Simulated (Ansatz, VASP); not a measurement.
Two plane-wave programs on As

```
As
1.0
     3.61882    0.00000    0.00000
    -1.80941    3.13399    0.00000
     0.00000    0.00000   22.50000
As
2
Direct
  0.33333 0.66667 0.60109
  0.00000 0.00000 0.66133
```

Alike in both runs: task single point; functional PBE; k mesh 12 × 12 × 1; occupations gaussian, width 0.04 eV; no spin polarisation.

|  | VASP | Ansatz |
| --- | --- | --- |
| version | VASP 6.6.1 | Ansatz 0.2.0 |
| potentials or method | VASP PAW PBE potentials, release 64 (As_d), cutoff 400 eV | scalar-relativistic, plane waves, PAW |
| valence electrons in the cell | 30 | 30 |

|  | VASP | Ansatz | Ansatz less VASP |
| --- | --- | --- | --- |
| gap on the k mesh at the Fermi level (eV) | 1.80 | 1.80 | -0.005 |
| least direct gap on the mesh (eV) | 1.96 | 1.96 | +0.004 |
| rms of the force components (eV/Å) | 0.252 | 0.237 | -0.0142 |

Atom by atom the forces differ by 0.014 eV/Å (rms over components).
